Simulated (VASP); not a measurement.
# RbAs4 (Cmmm) in VASP: a series of runs, part 2 of 2

VASP 6.6.1. The steps go on from the part before.

## (3) Single point, PBE (atoms taken out)

INCAR

```
ALGO = Normal
EDIFF = 1E-6
ENCUT = 520
GGA = PE
ISIF = 2
ISMEAR = 0
LASPH = T
LCHARG = F
LREAL = F
LWAVE = F
NBANDS = 22
NELM = 100
PREC = Accurate
SIGMA = 0.1
```

KPOINTS

```
k-points
0
Gamma
  4 4 4
```

POSCAR

```
RbAs4
1.0
    5.1070617300     -5.1070617300      0.0000000000
    5.1070617300      5.1070617300      0.0000000000
    0.0000000000      0.0000000000      4.6946093700
Rb As
1 4
Direct
    0.0000000000      0.0000000000      0.0000000000
    0.6950000000      0.3050000000      0.0000000000
    0.3050000000      0.6950000000      0.0000000000
    0.8050000000      0.8050000000      0.5000000000
    0.1950000000      0.1950000000      0.5000000000
```

Potentials or basis: VASP PAW PBE potentials, release 64 (Rb_sv, As).

Launch:

```console
$ cat potpaw_PBE.64/Rb_sv/POTCAR potpaw_PBE.64/As/POTCAR > POTCAR
$ mpirun -np 1 vasp_std > vasp.out
```

OUTCAR:

```text
EDIFF = 1E-6
   ENCUT = 520
   GGA = PE
   ISIF = 2
   ISMEAR = 0
   LASPH = T
   LREAL = F
   NELM = 100
   PREC = Accurate

 ion  position               nearest neighbor table
   1  0.000  0.000  0.000-   4 3.08   5 3.08   4 3.08   5 3.08   2 3.12   3 3.12
   2  0.695  0.305  0.000-   1 3.12
   3  0.305  0.695  0.000-   1 3.12
   4  0.805  0.805  0.500-   1 3.08   1 3.08
   5  0.195  0.195  0.500-   1 3.08   1 3.08

[... 722 lines left out ...]
  Direction    XX          YY          ZZ          XY          YZ          ZX
  --------------------------------------------------------------------------------------
  -------------------------------------------------------------------------------------
  Total       -5.6145127     -4.6020488     -0.5500453      0.0000000      0.0000000      0.0000000
  in kB      -36.7325415    -30.1085700     -3.5986317      0.0000000      0.0000000      0.0000000
  external PRESSURE =     -23.4799144 kB  Pullay stress =       0.0000000 kB

 VOLUME and BASIS-vectors are now :
 -----------------------------------------------------------------------------
  energy-cutoff  :      520.00
  volume of cell :      244.89
      direct lattice vectors                 reciprocal lattice vectors
     5.107061730 -5.107061730  0.000000000     0.097903653 -0.097903653  0.000000000
     5.107061730  5.107061730  0.000000000     0.097903653  0.097903653  0.000000000
     0.000000000  0.000000000  4.694609370     0.000000000  0.000000000  0.213010268

 POSITION                                       TOTAL-FORCE (eV/Angst)
 -----------------------------------------------------------------------------------
      0.00000      0.00000      0.00000         0.000000     -0.000000      0.000000
      5.10706     -1.99175      0.00000         0.000000      1.148138     -0.000000
      5.10706      1.99175      0.00000         0.000000     -1.148138      0.000000
      8.22237      0.00000      2.34730        -0.562331      0.000000      0.000000
      1.99175      0.00000      2.34730         0.562331      0.000000      0.000000
 -----------------------------------------------------------------------------------
    total drift:                                0.000000      0.000000     -0.000000

  FREE ENERGIE OF THE ION-ELECTRON SYSTEM (eV)
  ---------------------------------------------------
  free  energy   TOTEN  =        -8.6869562226 eV

  energy  without entropy=       -8.6193531812  energy(sigma->0) =       -8.65315470
```

OSZICAR:

```text
N       E                     dE             d eps       ncg     rms          rms(c)
DAV:   1     0.144569973745E+03    0.14457E+03   -0.10065E+04   924   0.101E+03
DAV:   2     0.532613944868E+01   -0.13924E+03   -0.13517E+03  1362   0.164E+02
DAV:   3    -0.848897204758E+01   -0.13815E+02   -0.13654E+02  1014   0.534E+01
DAV:   4    -0.920701805148E+01   -0.71805E+00   -0.71737E+00  1694   0.103E+01
DAV:   5    -0.921006004336E+01   -0.30420E-02   -0.30414E-02  1130   0.737E-01    0.886E+00
DAV:   6    -0.123321413839E+02   -0.31221E+01   -0.20030E+01  1160   0.796E+00    0.111E+01
DAV:   7    -0.870231570961E+01    0.36298E+01   -0.14565E+01  1040   0.567E+00    0.356E+00
DAV:   8    -0.869481812705E+01    0.74976E-02   -0.36083E-01  1050   0.238E+00    0.756E-01
DAV:   9    -0.868710463984E+01    0.77135E-02   -0.54647E-02  1172   0.701E-01    0.303E-01
DAV:  10    -0.868665858564E+01    0.44605E-03   -0.60397E-03  1136   0.292E-01    0.122E-01
DAV:  11    -0.868687880037E+01   -0.22021E-03   -0.45596E-04  1262   0.927E-02    0.377E-02
DAV:  12    -0.868694331955E+01   -0.64519E-04   -0.74285E-05  1110   0.379E-02    0.997E-03
DAV:  13    -0.868695456310E+01   -0.11244E-04   -0.12184E-05  1140   0.163E-02    0.479E-03
DAV:  14    -0.868695593653E+01   -0.13734E-05   -0.19996E-06   888   0.639E-03    0.167E-03
DAV:  15    -0.868695622256E+01   -0.28604E-06   -0.33917E-07   714   0.273E-03
   1 F= -.86869562E+01 E0= -.86531547E+01  d E =-.676030E-01
```

stdout:

```text
POSCAR found type information on POSCAR RbAs
 POSCAR found :  2 types and       5 ions
 scaLAPACK will be used
 LDA part: xc-table for (Slater+PW92), standard interpolation
 POSCAR, INCAR and KPOINTS ok, starting setup
 FFT: planning ... GRIDC
 FFT: planning ... GRID_SOFT
 FFT: planning ... GRID
 WAVECAR not read
 entering main loop
```

Wall time 3.5 min (1 thread of Intel Xeon 8259CL, shared host); peak memory 0.34 GiB.

What came out:

* Free energy: -8.6870 eV
* Pressure: -2.3 GPa
* Largest force: 1.148 eV/Å
* Band gap on the k mesh: zero (an odd number of electrons rules out a gap without spin polarisation)

Forces in eV/Å, atoms in the order of the input:
```
Rb   0.000  0.000  0.000
As   0.000  1.148  0.000
As   0.000 -1.148  0.000
As  -0.562  0.000  0.000
As   0.562  0.000  0.000
```

Levels at points of the mesh, in eV from the Fermi level:
```csv
k point,band 11,band 12,band 13,band 14,band 15,band 16,band 17,band 18
"(0.00, 0.00, 0.00)",-0.52,-0.38,-0.38,-0.20,-0.09,0.37,0.83,0.84
"(0.50, 0.00, 0.00)",-0.61,-0.46,-0.31,-0.09,0.23,0.24,0.28,0.54
"(0.50, 0.50, 0.00)",-0.74,-0.60,-0.25,-0.10,0.15,0.25,0.30,0.50
"(0.00, 0.00, 0.50)",-0.86,-0.80,-0.37,-0.35,-0.25,-0.19,0.09,0.12
"(0.50, 0.00, 0.50)",-0.77,-0.66,-0.24,-0.24,-0.12,-0.09,0.26,0.31
"(0.50, 0.50, 0.50)",-1.22,-1.05,-0.21,0.16,0.18,0.25,0.42,0.63
```

Caveat: the cell differs from its parent crystal (atoms taken out); forces of over 1 eV/Å act on the atoms, so gaps and moduli don't describe the material at rest.

## (4) Single point, PBE (atoms taken out)

INCAR

```
ALGO = Normal
EDIFF = 1E-6
ENCUT = 520
GGA = PE
ISIF = 2
ISMEAR = 0
LASPH = True
LCHARG = False
LREAL = False
LWAVE = False
NBANDS = 22
NELM = 80
PREC = Accurate
SIGMA = 0.1
```

KPOINTS

```
k-points
0
Gamma
  6 6 8
```

POSCAR

```
RbAs4
1.0
    3.7617678226     -4.8907326879      0.0000000000
    3.7617678226      4.8907326879      0.0000000000
    0.0000000000      0.0000000000      4.7705078084
Rb As
1 4
Direct
    0.0000000000      0.0000000000      0.0000000000
    0.6203066174      0.3796933826      0.0000000000
    0.3796933826      0.6203066174      0.0000000000
    0.6548092577      0.6548092577      0.5000000000
    0.3451907423      0.3451907423      0.5000000000
```

Potentials or basis: VASP PAW PBE potentials, release 64 (Rb_sv, As).

Launch:

```console
$ cat potpaw_PBE.64/Rb_sv/POTCAR potpaw_PBE.64/As/POTCAR > POTCAR
$ mpirun -np 1 vasp_std > vasp.out
```

OUTCAR:

```text
EDIFF = 1E-6
   ENCUT = 520
   GGA = PE
   ISIF = 2
   ISMEAR = 0
   LASPH = True
   LREAL = False
   NELM = 80
   PREC = Accurate

 ion  position               nearest neighbor table
   1  0.000  0.000  0.000-   4 3.53   5 3.53   4 3.53   5 3.53   2 3.71   3 3.71   2 3.94   3 3.94
                             2 3.94   3 3.94
   2  0.620  0.380  0.000-   3 2.35   4 2.90   5 2.90   4 2.90   5 2.90   1 3.71   1 3.94   1 3.94

   3  0.380  0.620  0.000-   2 2.35   4 2.90   5 2.90   4 2.90   5 2.90   1 3.71   1 3.94   1 3.94

   4  0.655  0.655  0.500-   5 2.33   3 2.90   2 2.90   2 2.90   3 2.90   1 3.53   1 3.53
   5  0.345  0.345  0.500-   4 2.33   3 2.90   2 2.90   2 2.90   3 2.90   1 3.53   1 3.53

  LATTYP: Found a base centered orthorhombic cell.
 ALAT       =     7.5235356452
 B/A-ratio  =     1.3001155091
 C/A-ratio  =     0.6340779167

  Lattice vectors:

 A1 = (   3.7617678226,  -4.8907326879,   0.0000000000)
 A2 = (   3.7617678226,   4.8907326879,   0.0000000000)
 A3 = (   0.0000000000,   0.0000000000,   4.7705078084)

Analysis of symmetry for initial positions (statically):
[... 182 lines left out ...]
 val. band max:        1.9821488021   @ k =   0.5000  -0.0000   0.5000
 cond. band min:       2.0009496801   @ k =   0.5000  -0.0000   0.5000
 fundamental gap:      0.0188008780
 Fermi energy:         1.9957504302

 k-point     1 :       0.0000    0.0000    0.0000
  band No.  band energies     occupation
      1     -25.9632      2.00000
      2     -12.3019      2.00000
      3     -10.1320      2.00000
      4     -10.0975      2.00000
      5     -10.0742      2.00000
      6      -8.0523      2.00000
[... 589 lines left out ...]
     21       6.3522      0.00000
     22       6.5125      0.00000

 [... further k-points ...]

------------------------ aborting loop because EDIFF is reached ----------------------------------------

  FORCE on cell =-STRESS in cart. coord.  units (eV):
  Direction    XX          YY          ZZ          XY          YZ          ZX
  --------------------------------------------------------------------------------------
  -------------------------------------------------------------------------------------
  Total        0.1990142      0.2004739      0.0956085      0.0000000      0.0000000      0.0000000
  in kB        1.8164946      1.8298181      0.8726633      0.0000000      0.0000000      0.0000000
  external PRESSURE =       1.5063253 kB  Pullay stress =       0.0000000 kB

 VOLUME and BASIS-vectors are now :
 -----------------------------------------------------------------------------
  energy-cutoff  :      520.00
  volume of cell :      175.53
      direct lattice vectors                 reciprocal lattice vectors
     3.761767823 -4.890732688  0.000000000     0.132916231 -0.102234171  0.000000000
     3.761767823  4.890732688  0.000000000     0.132916231  0.102234171  0.000000000
     0.000000000  0.000000000  4.770507808     0.000000000  0.000000000  0.209621290

 POSITION                                       TOTAL-FORCE (eV/Angst)
 -----------------------------------------------------------------------------------
      0.00000      0.00000      0.00000         0.000000     -0.000000      0.000000
      3.76177     -1.17678      0.00000         0.000000     -0.072374      0.000000
      3.76177      1.17678      0.00000         0.000000      0.072374      0.000000
      4.92648      0.00000      2.38525         0.073797     -0.000000      0.000000
      2.59705      0.00000      2.38525        -0.073797     -0.000000      0.000000
 -----------------------------------------------------------------------------------
    total drift:                                0.000000      0.000000      0.000000

  FREE ENERGIE OF THE ION-ELECTRON SYSTEM (eV)
  ---------------------------------------------------
  free  energy   TOTEN  =       -19.1261018379 eV

  energy  without entropy=      -19.1123085856  energy(sigma->0) =      -19.11920521
```

OSZICAR:

```text
N       E                     dE             d eps       ncg     rms          rms(c)
DAV:   1     0.141246550987E+03    0.14125E+03   -0.11053E+04  2860   0.107E+03
DAV:   2    -0.690239951418E+01   -0.14815E+03   -0.14245E+03  3790   0.178E+02
DAV:   3    -0.189800734299E+02   -0.12078E+02   -0.11937E+02  3774   0.520E+01
DAV:   4    -0.193949840320E+02   -0.41491E+00   -0.41424E+00  4442   0.875E+00
DAV:   5    -0.194007317868E+02   -0.57478E-02   -0.57465E-02  3894   0.879E-01    0.443E+00
DAV:   6    -0.191893152968E+02    0.21142E+00   -0.23128E-01  3456   0.219E+00    0.262E+00
DAV:   7    -0.191199973232E+02    0.69318E-01   -0.31424E-01  3622   0.252E+00    0.516E-01
DAV:   8    -0.191252922752E+02   -0.52950E-02   -0.53992E-02  3462   0.108E+00    0.149E-01
DAV:   9    -0.191253333924E+02   -0.41117E-04   -0.52029E-03  3678   0.315E-01    0.119E-01
DAV:  10    -0.191259646874E+02   -0.63129E-03   -0.12151E-03  3648   0.170E-01    0.313E-02
DAV:  11    -0.191260752091E+02   -0.11052E-03   -0.14368E-04  3728   0.617E-02    0.129E-02
DAV:  12    -0.191260971936E+02   -0.21985E-04   -0.40696E-05  3472   0.317E-02    0.529E-03
DAV:  13    -0.191261004628E+02   -0.32692E-05   -0.55835E-06  3516   0.116E-02    0.258E-03
DAV:  14    -0.191261016320E+02   -0.11692E-05   -0.73269E-07  2640   0.459E-03    0.800E-04
DAV:  15    -0.191261018379E+02   -0.20594E-06   -0.46448E-07  2532   0.364E-03
   1 F= -.19126102E+02 E0= -.19119205E+02  d E =-.137933E-01
```

It took 4.6 min on 1 thread of Intel Xeon 8259CL, shared host; peak memory 0.42 GiB.

What came out:

```
Free energy            : -19.1261 eV
Pressure               : 0.2 GPa
Largest force          : 0.074 eV/Å
Band gap on the k mesh : zero (an odd number of electrons rules out a gap without spin polarisation)
```

Forces in eV/Å, atoms in the order of the input:
```
Rb   0.000  0.000  0.000
As   0.000 -0.072  0.000
As   0.000  0.072  0.000
As   0.074  0.000  0.000
As  -0.074  0.000  0.000
```

Stress tensor (GPa, compression positive):
```
0.18 0.00 0.00
0.00 0.18 0.00
0.00 0.00 0.09
```

Caveat: the cell differs from its parent crystal (atoms taken out).

## (5) Relaxation of cell and atoms, PBE (atoms taken out)

INCAR

```
PREC = Accurate
ENCUT = 600
EDIFF = 1E-7
ISMEAR = 0
SIGMA = 0.1
LREAL = F
LASPH = T
NELM = 100
ALGO = Normal
ISIF = 3
LWAVE = F
LCHARG = F
GGA = PE
IBRION = 2
NSW = 100
EDIFFG = -0.01
```

KPOINTS

```
regular mesh
0
Gamma
  6 6 8
```

POSCAR

```
RbAs4
1.0
    3.7699365691     -4.8667582590      0.0000000000
    3.7699365691      4.8667582590      0.0000000000
    0.0000000000      0.0000000000      4.5147410306
Rb As
1 4
Direct
    0.0000000000      0.0000000000      0.0000000000
    0.6247642965      0.3752357035      0.0000000000
    0.3752357035      0.6247642965      0.0000000000
    0.6580551086      0.6580551086      0.5000000000
    0.3419448914      0.3419448914      0.5000000000
```

Potentials or basis: VASP PAW PBE potentials, release 64 (Rb_sv, As).

Launch:

```console
$ cat potpaw_PBE.64/Rb_sv/POTCAR potpaw_PBE.64/As/POTCAR > POTCAR
$ mpirun -np 1 vasp_std > vasp.out
```

OUTCAR:

```text
PREC = Accurate
   ENCUT = 600
   EDIFF = 1E-7
   ISMEAR = 0
   LREAL = F
   LASPH = T
   NELM = 100
   ISIF = 3
   GGA = PE
   IBRION = 2
   NSW = 100
   EDIFFG = -0.01

 ion  position               nearest neighbor table
   1  0.000  0.000  0.000-   4 3.43   5 3.43   4 3.43   5 3.43   2 3.65   3 3.65   2 3.96   3 3.96
                             2 3.96   3 3.96
   2  0.625  0.375  0.000-   3 2.43   4 2.83   5 2.83   4 2.83   5 2.83   1 3.65   1 3.96   1 3.96

   3  0.375  0.625  0.000-   2 2.43   4 2.83   5 2.83   4 2.83   5 2.83   1 3.65   1 3.96   1 3.96

   4  0.658  0.658  0.500-   5 2.38   3 2.83   2 2.83   2 2.83   3 2.83   1 3.43   1 3.43
   5  0.342  0.342  0.500-   4 2.38   3 2.83   2 2.83   2 2.83   3 2.83   1 3.43   1 3.43

  LATTYP: Found a base centered orthorhombic cell.
 ALAT       =     7.5398731382
 B/A-ratio  =     1.2909390304
 C/A-ratio  =     0.5987820946

  Lattice vectors:

 A1 = (   3.7699365691,  -4.8667582590,   0.0000000000)
 A2 = (   3.7699365691,   4.8667582590,   0.0000000000)
 A3 = (   0.0000000000,   0.0000000000,   4.5147410306)

Analysis of symmetry for initial positions (statically):
=====================================================================
[... 291 lines left out ...]
  free  energy   TOTEN  =       -19.1054739686 eV

  energy  without entropy=      -19.0861491900  energy(sigma->0) =      -19.09581158

[... ionic steps 4 to 15 ...]

--------------------------------------- Ionic step       16  -------------------------------------------

 number of electron      29.0000000 magnetization

------------------------ aborting loop because EDIFF is reached ----------------------------------------
[... 73 lines left out ...]
--------------------------------------- Ionic step       18  -------------------------------------------

 number of electron      29.0000000 magnetization

 Free energy of the ion-electron system (eV)
  ---------------------------------------------------
  ext. energy  EPLUGINS =         0.00000000
  ---------------------------------------------------
  free energy    TOTEN  =       -19.12646198 eV

  energy without entropy =      -19.11250366  energy(sigma->0) =      -19.11948282

 E-fermi :   1.9794     XC(G=0):  -7.6276

 val. band max:        1.9688682585   @ k =   0.5000  -0.0000   0.5000
 cond. band min:       1.9870523771   @ k =   0.5000   0.3333   0.1250
 fundamental gap:      0.0181841186
 Fermi energy:         1.9793583651

 k-point     1 :       0.0000    0.0000    0.0000
  band No.  band energies     occupation
      1     -25.9928      2.00000
      2     -12.2913      2.00000
      3     -10.1571      2.00000
      4     -10.1261      2.00000
      5     -10.1032      2.00000
      6      -8.0541      2.00000
[... 481 lines left out ...]
      5     -10.1162      2.00000
      6      -8.3881      2.00000
[... 10 lines left out ...]
     17       3.7499      0.00000
     18       4.1618      0.00000

 [... further k-points ...]

------------------------ aborting loop because EDIFF is reached ----------------------------------------

  FORCE on cell =-STRESS in cart. coord.  units (eV):
  Direction    XX          YY          ZZ          XY          YZ          ZX
  --------------------------------------------------------------------------------------
  -------------------------------------------------------------------------------------
  Total       -0.0380398      0.0374656     -0.0055106      0.0000000      0.0000000      0.0000000
  in kB       -0.3459369      0.3407148     -0.0501140      0.0000000      0.0000000      0.0000000
  external PRESSURE =      -0.0184453 kB  Pullay stress =       0.0000000 kB
[... 20 lines left out ...]
  FREE ENERGIE OF THE ION-ELECTRON SYSTEM (eV)
  ---------------------------------------------------
  free  energy   TOTEN  =       -19.1264619763 eV

  energy  without entropy=      -19.1125036569  energy(sigma->0) =      -19.11948282

 reached required accuracy - stopping structural energy minimisation
```

It took 49 min on 1 thread of Intel Xeon 8259CL, shared host; peak memory 0.46 GiB.

Results:

| Quantity | Value |
| --- | --- |
| Free energy | -19.1265 eV |
| Relaxed volume | 35.24 Å³/atom |
| Relaxed cell | a = 6.179 Å, b = 6.179 Å, c = 4.771 Å, α = 90.00°, β = 90.00°, γ = 104.74° |
| Space group after relaxing (to 0.1 Å) | Cmmm (No. 65) |
| Energy gained by relaxing | 15.8 meV/atom |
| Ionic steps | 18 |
| Pressure after relaxing | 0.0 GPa |
| Largest force after relaxing | 0.007 eV/Å |
| Band gap on the k mesh | zero (an odd number of electrons rules out a gap without spin polarisation) |

Forces in eV/Å, atoms in the order of the input:
```
Rb   0.000  0.000  0.000
As   0.000 -0.007  0.000
As   0.000  0.007  0.000
As   0.001  0.000  0.000
As  -0.001  0.000  0.000
```

Step by step:
```tsv
step	energy change (eV)	largest force (eV/Å)	pressure (GPa)	volume (Å³)
1	0.0000	0.4099	0.63	165.67
2	-0.0537	0.1601	0.33	168.76
3	-0.0582	0.2992	0.26	170.32
4	-0.0767	0.1189	-0.05	173.21
5	-0.0769	0.1247	-0.08	173.56
6	-0.0769	0.1343	0.22	173.46
7	-0.0776	0.0483	0.07	173.51
8	-0.0780	0.0100	0.06	173.85
9	-0.0780	0.0325	0.06	174.04
10	-0.0783	0.0322	0.04	174.34
11	-0.0788	0.0451	-0.04	175.27
12	-0.0788	0.0506	-0.07	175.66
13	-0.0791	0.0188	0.01	175.88
14	-0.0791	0.0171	0.01	175.89
15	-0.0791	0.0118	0.01	175.97
16	-0.0791	0.0100	0.02	176.04
17	-0.0791	0.0148	0.02	176.07
18	-0.0792	0.0066	0.00	176.18
```

Final structure:
```
Rb As
1.0
     3.77271   -4.89361    0.00000
     3.77271    4.89361    0.00000
     0.00000    0.00000    4.77132
Rb As
1 4
Direct
  0.00000 0.00000 0.00000
  0.62048 0.37952 0.00000
  0.37952 0.62048 0.00000
  0.65474 0.65474 0.50000
  0.34526 0.34526 0.50000
```

Levels at points of the mesh, in eV from the Fermi level:
```csv
k point,band 12,band 13,band 14,band 15,band 16,band 17
"(0.00, 0.00, 0.00)",-2.28,-1.56,-1.54,-0.78,-0.36,2.05
"(0.50, 0.00, 0.00)",-1.88,-1.67,-1.63,-0.66,-0.42,0.67
"(0.50, 0.50, 0.00)",-1.93,-1.79,-1.26,-0.87,-0.62,1.89
"(0.00, 0.00, 0.50)",-3.52,-1.00,-0.60,-0.56,-0.44,2.23
"(0.50, 0.00, 0.50)",-3.38,-0.67,-0.46,-0.01,0.01,1.98
"(0.50, 0.50, 0.50)",-3.36,-0.29,-0.06,0.13,0.20,2.43
```

Caveat: the cell differs from its parent crystal (atoms taken out).

## (6) The runs side by side

| task | cell | k mesh | cutoff (eV) | gap on the mesh (eV) | pressure (GPa) | largest force (eV/Å) |
| --- | --- | --- | --- | --- | --- | --- |
| single point | a = 6.156, b = 6.156, c = 4.515 Å, angles 90.0, 90.0, 104.5°, 5 atoms, atomic positions A | 4 × 4 × 4 | 520 | none | 0.1 | 0.05 |
| single point | a = 7.222, b = 7.222, c = 4.695 Å, 5 atoms, atomic positions B | 4 × 4 × 4 | 520 | none | -2.3 | 1.15 |
| single point | a = 6.170, b = 6.170, c = 4.771 Å, angles 90.0, 90.0, 104.9°, 5 atoms, atomic positions C | 6 × 6 × 8 | 520 | none | 0.2 | 0.07 |
| relaxation of cell and atoms | relaxed from a = 6.156, b = 6.156, c = 4.515 Å, angles 90.0, 90.0, 104.5°, 5 atoms, atomic positions A | 6 × 6 × 8 | 600 | none | 0.0 | 0.01 |

Alike in all rows: level PBE; potentials or basis VASP PAW PBE potentials, release 64 (Rb_sv, As); no spin polarisation; smearing gaussian 0.1 eV.

Caveats: forces of over 1 eV/Å act on the atoms, so gaps and moduli don't describe the material at rest (at least some runs).

Absolute energies hang on the potentials; compare differences alone.

The gap in the log of VASP goes by the Fermi energy; the results here count the filled bands.